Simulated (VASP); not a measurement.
MgH, 4 atoms in the cell. It takes space group P4_2/mmc (No. 131, tetragonal). The conventional cell has a = 3.392 Å, b = 3.392 Å, c = 4.443 Å, α = 90.00°, β = 90.00°, γ = 90.00°. Mg (site symmetry mmm) has 4 H at 2.03 Å within 2.7 Å. Within 2.7 Å of H (site symmetry -4m2) lie 4 Mg at 2.03 Å and 2 H at 2.22 Å.  This cell differs from its parent crystal: atoms taken out.

| Property | Result |
| --- | --- |
| Program | VASP 6.6.1 |
| Task | relaxation of cell and atoms |
| Functional | PBE |
| Potentials or basis | VASP PAW PBE potentials, release 64 (Mg, H) |
| Cutoff | 600 eV |
| k mesh | 6 × 6 × 4 |
| Occupations | gaussian, width 0.1 eV |
| Spin | no spin polarisation |
| Dipole correction | no |
| Further INCAR settings | ALGO = Normal; EDIFF = 1e-06; IBRION = 2; EDIFFG = -0.04; NSW = 90; ISIF = 3 |

Potentials or basis: VASP PAW PBE potentials, release 64 (Mg, H).

Command:

```console
$ cat potpaw_PBE.64/Mg/POTCAR potpaw_PBE.64/H/POTCAR > POTCAR
$ mpirun -np 1 vasp_std > vasp.out
```

Hardware: 1 thread of Intel(R) Xeon(R) 6975P-C (Granite Rapids) (shared host).

How long does it take, and how much memory?

Run time: 13 s on 1 thread of Intel(R) Xeon(R) 6975P-C (Granite Rapids), with other jobs on the host, peak memory 0.17 GiB. Counts: scf iterations 21, k points 30, ion steps 3.
